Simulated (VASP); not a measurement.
A run of VASP 6.6.1 is set up as follows.

The input INCAR:

```
SYSTEM = Mo
PREC     = Accurate       ! precision mode
ENCUT    = 520            ! plane-wave cutoff, eV
EDIFF    = 1E-7           ! SCF threshold, eV
ISMEAR   = -1             ! smearing method
SIGMA    = 0.05           ! smearing width, eV
LREAL    = .False.        ! projectors in reciprocal space
LASPH    = .True.         ! aspherical terms in the spheres
NELM     = 80             ! most SCF steps
ALGO     = Normal         ! electronic algorithm
ISIF     = 2              ! what is computed and relaxed
LWAVE    = .False.        ! write WAVECAR
LCHARG   = .True.         ! write CHGCAR
GGA      = PS             ! functional
IVDW     = 12             ! dispersion correction
LELF     = .True.         ! ELF
LVHAR    = .True.       
NBANDS   = 13             ! bands
```

KPOINTS

```
Automatic mesh
0
Gamma
  12 12 12
  0 0 0
```

POSCAR

```
Mo
1.0
   -1.5507138203      1.5507138203      1.5507138203
    1.5507138203     -1.5507138203      1.5507138203
    1.5507138203      1.5507138203     -1.5507138203
Mo
1
Direct
    0.0000000000      0.0000000000      0.0000000000
```

Potentials or basis: VASP PAW PBE potentials, release 64 (Mo_sv).

Run with:

```sh
$ cat potpaw_PBE.64/Mo_sv/POTCAR > POTCAR
$ mpirun -np 1 vasp_std > vasp.out
```

What does it give for the band gap on the k mesh?

Zero (band 7 reaches 17.52 eV, above the bottom of band 8 at 11.77 eV).

Predict the pressure.

0.6 GPa.

Caveat: the PAW data sets were made with another functional, which shifts forces and pressure a little; pairwise dispersion overbinds metals, which lowers pressure and volume.
